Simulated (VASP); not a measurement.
# SnO2 (R-3m) in VASP: further runs

SnO2 is run at these levels: LDA; tasks: single point.

Everything below comes from runs of VASP 6.6.1. Logs are shortened: lines on timing, memory, paths and dates and some standing lists are left out, and cuts for length are marked.

### Step 1. The cell of the first run

Symmetry: R-3m, No. 166, trigonal system. The conventional cell has a = 3.298 Å, b = 3.298 Å, c = 11.582 Å, α = 90.00°, β = 90.00°, γ = 120.00°. Within 2.8 Å of Sn (site symmetry -3m) lie 6 O at 2.11 Å. O (site symmetry 3m) has 3 Sn at 2.11 Å and 6 O at 2.63 to 2.79 Å within 2.8 Å.

### Step 2. Single point, LDA

INCAR reads:

```
PREC = Accurate ; ENCUT = 520
EDIFF = 1E-6 ; ISMEAR = 0
SIGMA = 0.05 ; LREAL = F
LASPH = T ; NELM = 60
ALGO = Normal ; ISIF = 2
LWAVE = F ; LCHARG = F
NBANDS = 20
```

KPOINTS reads:

```
Automatic mesh
0
Gamma
  12 12 12
```

POSCAR reads:

```
SnO2
1.0
    1.6491200067      0.9521198798      3.8606966584
   -1.6491200067      0.9521198798      3.8606966584
    0.0000000000     -1.9042397596      3.8606966584
Sn O
1 2
Direct
    0.5000000000      0.5000000000      0.5000000000
    0.2451905456      0.2451905456      0.2451905456
    0.7548094544      0.7548094544      0.7548094544
```

Potentials or basis: VASP PAW LDA potentials, release 64 (Sn_d, O).

Started as:

```
$ cat potpaw_LDA.64/Sn_d/POTCAR potpaw_LDA.64/O/POTCAR > POTCAR
$ mpirun -np 1 vasp_std > vasp.out
```

OUTCAR:

```text
PREC = Accurate
   ENCUT = 520
   EDIFF = 1E-6
   ISMEAR = 0
   LREAL = F
   LASPH = T
   NELM = 60
   ISIF = 2

 ion  position               nearest neighbor table
   1  0.500  0.500  0.500-   2 2.11   2 2.11   3 2.11   3 2.11   2 2.11   3 2.11
   2  0.245  0.245  0.245-   1 2.11   1 2.11   1 2.11
   3  0.755  0.755  0.755-   1 2.11   1 2.11   1 2.11

  LATTYP: Found a trigonal (rhomboedric) cell.
 ALAT       =     4.3047773171
 COS(alpha) =     0.7064830842

  Lattice vectors:

 A1 = (   1.6491200067,   0.9521198798,   3.8606966584)
 A2 = (  -1.6491200067,   0.9521198798,   3.8606966584)
 A3 = (   0.0000000000,  -1.9042397596,   3.8606966584)

Analysis of symmetry for initial positions (statically):
=====================================================================
 Subroutine PRICEL returns:
 Original cell was already a primitive cell.

 Routine SETGRP: Setting up the symmetry group for a
 trigonal (rhombohedral) supercell.

 Subroutine GETGRP returns: Found 12 space group operations
 (whereof 12 operations were pure point group operations)
 out of a pool of 12 trial point group operations.

The static configuration has the point symmetry D_3d.

Analysis of symmetry for dynamics (positions and initial velocities):
=====================================================================
 Subroutine PRICEL returns:
 Original cell was already a primitive cell.

 Routine SETGRP: Setting up the symmetry group for a
 trigonal (rhombohedral) supercell.

 Subroutine GETGRP returns: Found 12 space group operations
 (whereof 12 operations were pure point group operations)
 out of a pool of 12 trial point group operations.

The dynamic configuration has the point symmetry D_3d.

 Subroutine INISYM returns: Found 12 space group operations
 (whereof 12 operations are pure point group operations),
 and found     1 'primitive' translations

----------------------------------------------------------------------------------------

                                     Primitive cell

  volume of cell :      36.3715

  direct lattice vectors                    reciprocal lattice vectors
     1.649120007  0.952119880  3.860696658     0.303192004  0.175047985  0.086340203
    -1.649120007  0.952119880  3.860696658    -0.303192004  0.175047985  0.086340203
     0.000000000 -1.904239760  3.860696658     0.000000000 -0.350095970  0.086340203

  length of vectors
     4.304777317  4.304777317  4.304777317     0.360585384  0.360585384  0.360585384

  position of ions in fractional coordinates (direct lattice)
     0.500000000  0.500000000  0.500000000
     0.245190546  0.245190546  0.245190546
     0.754809454  0.754809454  0.754809454

  ion indices of the primitive-cell ions
   primitive index   ion index
                 1           1
                 2           2
                 3           3

----------------------------------------------------------------------------------------

 KPOINTS: Automatic mesh

Automatic generation of k-mesh.
 Grid dimensions read from file:
 generate k-points for:   12   12   12

 Generating k-lattice:

  Cartesian coordinates                     Fractional coordinates (reciprocal lattice)
     0.025266000  0.014587332  0.007195017     0.083333333  0.000000000  0.000000000
    -0.025266000  0.014587332  0.007195017     0.000000000  0.083333333  0.000000000
     0.000000000 -0.029174664  0.007195017     0.000000000  0.000000000  0.083333333

  Length of vectors
     0.030048782  0.030048782  0.030048782

  Shift w.r.t. Gamma in fractional coordinates (k-lattice)
     0.000000000  0.000000000  0.000000000

 Subroutine IBZKPT returns following result:
 ===========================================

 Found    189 irreducible k-points:

 Following reciprocal coordinates:
            Coordinates               Weight
  0.000000  0.000000  0.000000      1.000000
  0.083333  0.000000  0.000000      6.000000
  0.166667  0.000000 -0.000000      6.000000
  0.250000 -0.000000  0.000000      6.000000
  0.333333  0.000000  0.000000      6.000000
  0.416667  0.000000  0.000000      6.000000
[... 16 lines left out ...]
  0.500000  0.166667 -0.000000     12.000000
 -0.416667  0.166667  0.000000     12.000000
 [... further k-points ...]
   k-points           NKPTS =    189   k-points in BZ     NKDIM =    189   number of bands    NBANDS=     20
   number of dos      NEDOS =    301   number of ions     NIONS =      3
   total plane-waves  NPLWV =  32768
   dimension x,y,z NGX =    32 NGY =   32 NGZ =   32
   dimension x,y,z NGXF=    64 NGYF=   64 NGZF=   64
   ions per type =               1   2
   NGX,Y,Z   is equivalent  to a cutoff of  12.36, 12.36, 12.36 a.u.
   NGXF,Y,Z  is equivalent  to a cutoff of  24.72, 24.72, 24.72 a.u.
 SYSTEM =  unknown system
   PREC   = accura    normal or accurate (medium, high low for compatibility)
   ISTART =      0    job   : 0-new  1-cont  2-samecut
   ICHARG =      2    charge: 1-file 2-atom 10-const
   ISPIN  =      1    spin polarized calculation?
   LNONCOLLINEAR =      F non collinear calculations
   LSORBIT =      F    spin-orbit coupling
   LASPH  =      T    aspherical Exc in radial PAW
   ENCUT  =  520.0 eV  38.22 Ry    6.18 a.u.   8.00  8.00  8.00*2*pi/ulx,y,z
   NELM   =     60;   NELMIN=  2; NELMDL= -5     # of ELM steps
   EDIFF  = 0.1E-05   stopping-criterion for ELM
   LREAL  =      F    real-space projection
   EDIFFG = 0.1E-04   stopping-criterion for IOM
   NSW    =      0    number of steps for IOM
   IBRION =     -1    ionic relax: 0-MD 1-quasi-New 2-CG
   NFREE  =      0    steps in history (QN), initial steepest desc. (CG)
   ISIF   =      2    stress and relaxation
   ISYM   =      2    0-nonsym 1-usesym 2-fastsym
   POTIM  = 0.5000    time-step for ionic-motion
   TEBEG  =    0.0;   TEEND  =   0.0 temperature during run
   PSTRESS=    0.0 pullay stress
   NELECT =      26.0000    total number of electrons
   NUPDOWN=      -1.0000    fix difference up-down
   EMIN   =  10.00;   EMAX   =-10.00  energy-range for DOS
   EFERMI =   0.00;   METHOD = LEGACY
   ISMEAR =     0;   SIGMA  =   0.05  broadening in eV -4-tet -1-fermi 0-gaus
   EFERMI_NEDOS =   21; number of points for ismear=-14 and -15
   IALGO  =     38    algorithm
   IMIX   =      4    mixing-type and parameters
     AMIX     =   0.40;   BMIX     =  1.00
     AMIX_MAG =   1.60;   BMIX_MAG =  1.00
  volume/ion in A,a.u.               =      12.12        81.82
  Fermi-wavevector in a.u.,A,eV,Ry     =   1.463791  2.766163 29.152978  2.142683
  Thomas-Fermi vector in A             =   2.579844
   LORBIT       =      0    0 simple, 1 ext, 2 COOP (PROOUT), +10 PAW based schemes
   GGA     = CA    functional components
   LHFCALC =     F    Hartree Fock is set to
   AEXX    =    0.0000 exact exchange contribution
   IVDW    =     0    specifies the selected vdW correction
   LEPSILON=     F    determine dielectric tensor
   LRPA    =     F    only Hartree local field effects (RPA)
 non-spin polarized calculation
 Gauss-broadening in eV      SIGMA  =   0.05
  energy-cutoff  :      520.00
  volume of cell :       36.37
 maximum number of plane-waves:       992
   NGX = 15   NGY = 15   NGZ = 15

 number of electron      26.0000004 magnetization

 Free energy of the ion-electron system (eV)
  ---------------------------------------------------
  ext. energy  EPLUGINS =         0.00000000
  ---------------------------------------------------
  free energy    TOTEN  =       -20.52588695 eV

  energy without entropy =      -20.52588695  energy(sigma->0) =      -20.52588695

 E-fermi :   5.9578     XC(G=0): -11.7308

 val. band max:        5.7226813556   @ k =   0.0000   0.0000   0.0000
 cond. band min:       6.7067198362   @ k =   0.0000   0.0000   0.0000
 fundamental gap:      0.9840384806
 Fermi energy:         5.9578109680

 k-point     1 :       0.0000    0.0000    0.0000
  band No.  band energies     occupation
      1     -14.6642      2.00000
      2     -14.3783      2.00000
      3     -14.3783      2.00000
      4     -14.1843      2.00000
      5     -14.1843      2.00000
      6     -12.7435      2.00000
[... 12 lines left out ...]
     19      21.8074      0.00000
     20      21.8074      0.00000

 k-point     2 :       0.0833    0.0000    0.0000
  band No.  band energies     occupation
      1     -14.6325      2.00000
      2     -14.4294      2.00000
      3     -14.3661      2.00000
      4     -14.1925      2.00000
      5     -14.1832      2.00000
      6     -12.6943      2.00000
[... 12 lines left out ...]
     19      21.0323      0.00000
     20      21.8194      0.00000

 k-point     3 :       0.1667    0.0000   -0.0000
  band No.  band energies     occupation
      1     -14.6220      2.00000
      2     -14.4968      2.00000
      3     -14.3369      2.00000
      4     -14.2094      2.00000
      5     -14.1758      2.00000
      6     -12.5324      2.00000
[... 12 lines left out ...]
     19      20.3894      0.00000
     20      21.8919      0.00000

 k-point     4 :       0.2500   -0.0000    0.0000
  band No.  band energies     occupation
      1     -14.7937      2.00000
      2     -14.4086      2.00000
      3     -14.3105      2.00000
      4     -14.2233      2.00000
      5     -14.1511      2.00000
      6     -12.2419      2.00000
[... 12 lines left out ...]
     19      20.5428      0.00000
     20      22.1074      0.00000

 k-point     5 :       0.3333    0.0000    0.0000
  band No.  band energies     occupation
      1     -14.9688      2.00000
      2     -14.3385      2.00000
      3     -14.3002      2.00000
      4     -14.2147      2.00000
      5     -14.1093      2.00000
      6     -11.8478      2.00000
[... 12 lines left out ...]
     19      20.3497      0.00000
     20      22.1171      0.00000
[... 353 lines left out ...]
      6     -11.9762      2.00000
[... 12 lines left out ...]
     19      20.5050      0.00000
     20      21.5496      0.00000

 k-point    22 :       0.4167    0.1667   -0.0000
  band No.  band energies     occupation
      1     -14.9100      2.00000
      2     -14.4861      2.00000
      3     -14.2742      2.00000
      4     -14.2304      2.00000
      5     -14.1095      2.00000
      6     -11.5180      2.00000
[... 12 lines left out ...]
     19      20.3129      0.00000
     20      21.2639      0.00000

 k-point    23 :       0.5000    0.1667   -0.0000
  band No.  band energies     occupation
      1     -14.9958      2.00000
      2     -14.4735      2.00000
      3     -14.2818      2.00000
      4     -14.2000      2.00000
      5     -14.1108      2.00000
      6     -11.0659      2.00000
[... 12 lines left out ...]
     19      20.0627      0.00000
     20      21.3054      0.00000

 k-point    24 :      -0.4167    0.1667    0.0000
  band No.  band energies     occupation
      1     -15.0250      2.00000
      2     -14.4679      2.00000
      3     -14.2862      2.00000
      4     -14.1738      2.00000
      5     -14.1252      2.00000
      6     -10.9005      2.00000
[... 12 lines left out ...]
     19      19.7553      0.00000
     20      21.3643      0.00000

 [... further k-points ...]
[... 5 lines left out ...]
  --------------------------------------------------------------------------------------
  -------------------------------------------------------------------------------------
  Total       -1.5076625     -1.5076625     -0.1724427      0.0000000     -0.0000000      0.0000000
  in kB      -66.4131205    -66.4131205     -7.5961670      0.0000000     -0.0000000      0.0000000
  external PRESSURE =     -46.8074693 kB  Pullay stress =       0.0000000 kB

 VOLUME and BASIS-vectors are now :
 -----------------------------------------------------------------------------
  energy-cutoff  :      520.00
  volume of cell :       36.37
      direct lattice vectors                 reciprocal lattice vectors
     1.649120007  0.952119880  3.860696658     0.303192004  0.175047985  0.086340203
    -1.649120007  0.952119880  3.860696658    -0.303192004  0.175047985  0.086340203
     0.000000000 -1.904239760  3.860696658     0.000000000 -0.350095970  0.086340203

 POSITION                                       TOTAL-FORCE (eV/Angst)
 -----------------------------------------------------------------------------------
      0.00000      0.00000      5.79104         0.000000      0.000000      0.000000
      0.00000      0.00000      2.83982        -0.000000     -0.000000      0.119929
      0.00000      0.00000      8.74227        -0.000000      0.000000     -0.119929
 -----------------------------------------------------------------------------------
    total drift:                                0.000000      0.000000     -0.000000

  FREE ENERGIE OF THE ION-ELECTRON SYSTEM (eV)
  ---------------------------------------------------
  free  energy   TOTEN  =       -20.5258869498 eV

  energy  without entropy=      -20.5258869498  energy(sigma->0) =      -20.52588695
```

Wall time 81 s (1 thread of Intel Xeon Platinum 8488C (Sapphire Rapids), shared host); peak memory 0.25 GiB.

Results:

* Free energy: -20.5259 eV
* Pressure: -4.7 GPa
* Largest force: 0.120 eV/Å
* Band gap on the k mesh: 0.98 eV

Forces in eV/Å, atoms in the order of the input:
```
Sn   0.000  0.000  0.000
O    0.000  0.000  0.120
O    0.000  0.000 -0.120
```

Caveat: the stress differs along the axes, from -7 to -1 GPa; spin-orbit coupling is left out, which moves the levels of the heavy elements. A k mesh can miss the band edges.

### Step 3. Single point, LDA

This run uses another cell than the first one, of the same volume but with other edges.

INCAR reads:

```
SYSTEM = SnO2
  PREC = Accurate
  ENCUT = 520
  EDIFF = 1E-6
  ISMEAR = 0
  SIGMA = 0.05
  LREAL = .False.
  LASPH = .True.
  NELM = 60
  ALGO = Normal
  ISIF = 2
  LWAVE = .False.
  LCHARG = .False.
  NBANDS = 20
```

KPOINTS reads:

```
regular mesh
0
Gamma
  12 12 12
  0 0 0
```

POSCAR reads:

```
SnO2
1.0
    1.5537601350      0.8970638322      4.3491286201
   -1.5537601350      0.8970638322      4.3491286201
    0.0000000000     -1.7941276645      4.3491286201
Sn O
1 2
Direct
    0.5000000000      0.5000000000      0.5000000000
    0.2451905456      0.2451905456      0.2451905456
    0.7548094544      0.7548094544      0.7548094544
```

Potentials or basis: VASP PAW LDA potentials, release 64 (Sn_d, O).

Started as:

```
$ cat potpaw_LDA.64/Sn_d/POTCAR potpaw_LDA.64/O/POTCAR > POTCAR
$ mpirun -np 1 vasp_std > vasp.out
```

It took 2 min on 1 thread of Intel Xeon Platinum 8488C (Sapphire Rapids), shared host; peak memory 0.26 GiB.

The run converged. Its results:

```yaml
Free_energy: -20.4650 eV
Pressure: 7.9 GPa
Largest_force: 0.063 eV/Å
Band_gap_on_the_k_mesh: 2.22 eV (least direct gap 2.25 eV)
```

Forces on the atoms (eV/Å):
```
Sn   0.000  0.000  0.000
O    0.000  0.000 -0.063
O    0.000  0.000  0.063
```

Stress tensor (GPa, compression positive):
```
12.19  0.00  0.00
 0.00 12.19  0.00
 0.00  0.00 -0.63
```

Levels at points of the mesh, in eV from the valence-band top:
```csv
k point,band 10,band 11,band 12,band 13,band 14,band 15,band 16,band 17
"(0.00, 0.00, 0.00)",-1.45,-1.00,-1.00,-0.04,2.22,5.69,11.53,11.53
"(0.50, 0.00, 0.00)",-3.20,-2.12,-1.10,-0.88,5.97,7.98,10.63,12.45
"(0.50, 0.50, 0.00)",-3.46,-1.39,-0.50,0.00,5.35,6.91,11.42,11.46
"(0.50, 0.50, 0.50)",-1.63,-1.63,-0.85,-0.85,4.07,6.03,11.94,11.94
```

Caveat: the stress differs along the axes, from -1 to 12 GPa; spin-orbit coupling is left out, which moves the levels of the heavy elements. A k mesh can miss the band edges.

### Step 4. Single point, LDA

This run uses another cell than the first one, of the same volume but with other edges.

Changes to INCAR since step 3:

```diff
@@ -3,3 +3,3 @@
   ENCUT = 520
-  EDIFF = 1E-6
+  EDIFF = 1E-7
   ISMEAR = 0
@@ -8,3 +8,3 @@
   LASPH = .True.
-  NELM = 60
+  NELM = 100
   ALGO = Normal
```

KPOINTS is that of step 3.

POSCAR reads:

```
SnO2
1.0
    1.6258898700      0.9387079541      3.9718052923
   -1.6258898700      0.9387079541      3.9718052923
    0.0000000000     -1.8774159083      3.9718052923
Sn O
1 2
Direct
    0.5000000000      0.5000000000      0.5000000000
    0.2451905456      0.2451905456      0.2451905456
    0.7548094544      0.7548094544      0.7548094544
```

Started as:

```
$ cat potpaw_LDA.64/Sn_d/POTCAR potpaw_LDA.64/O/POTCAR > POTCAR
$ mpirun -np 1 vasp_std > vasp.out
```

Run time: 2.2 min. Hardware: 1 thread of Intel Xeon Platinum 8488C (Sapphire Rapids), shared host; peak memory 0.26 GiB.

The run converged. Its results:

| Item | Value |
| --- | --- |
| Free energy | -20.5545 eV |
| Pressure | -1.8 GPa |
| Largest force | 0.094 eV/Å |
| Band gap on the k mesh | 1.27 eV |

Forces in eV/Å, atoms in the order of the input:
```
Sn   0.000  0.000  0.000
O    0.000  0.000  0.094
O    0.000  0.000 -0.094
```

Stress tensor (GPa, compression positive):
```
-2.76  0.00  0.00
 0.00 -2.76  0.00
 0.00  0.00  0.04
```

Levels at points of the mesh, in eV from the valence-band top:
```tsv
k point	band 10	band 11	band 12	band 13	band 14	band 15	band 16	band 17
(0.00, 0.00, 0.00)	-1.72	-1.59	-1.59	0.00	1.27	5.05	10.05	10.05
(0.50, 0.00, 0.00)	-3.57	-2.20	-1.45	-1.23	5.30	7.80	9.38	12.62
(0.50, 0.50, 0.00)	-4.03	-0.97	-0.60	-0.07	4.50	6.56	10.57	10.88
(0.50, 0.50, 0.50)	-2.08	-2.08	-1.33	-1.33	3.67	5.87	10.81	10.81
```

Caveat: spin-orbit coupling is left out, which moves the levels of the heavy elements. A k mesh can miss the band edges.

### Step 5. Overview

| cell | gap on the mesh (eV) | pressure (GPa) | largest force (eV/Å) |
| --- | --- | --- | --- |
| a = 4.305 Å, angles 45.1°, 3 atoms | 0.98 | -4.7 | 0.12 |
| a = 4.705 Å, angles 38.6°, 3 atoms | 2.22 | 7.9 | 0.06 |
| a = 4.393 Å, angles 43.4°, 3 atoms | 1.27 | -1.8 | 0.09 |

Alike in all rows: task single point; level LDA; potentials or basis VASP PAW LDA potentials, release 64 (Sn_d, O); no spin polarisation; k mesh 12 × 12 × 12; cutoff (eV) 520; smearing gaussian 0.05 eV.

Caveats: spin-orbit coupling is left out, which moves the levels of the heavy elements; the stress differs along the axes, from -7 to -1 GPa (at least some runs); the stress differs along the axes, from -1 to 12 GPa (at least some runs).

Total energies depend on the potentials used, so only differences within one code and one set of settings carry meaning.
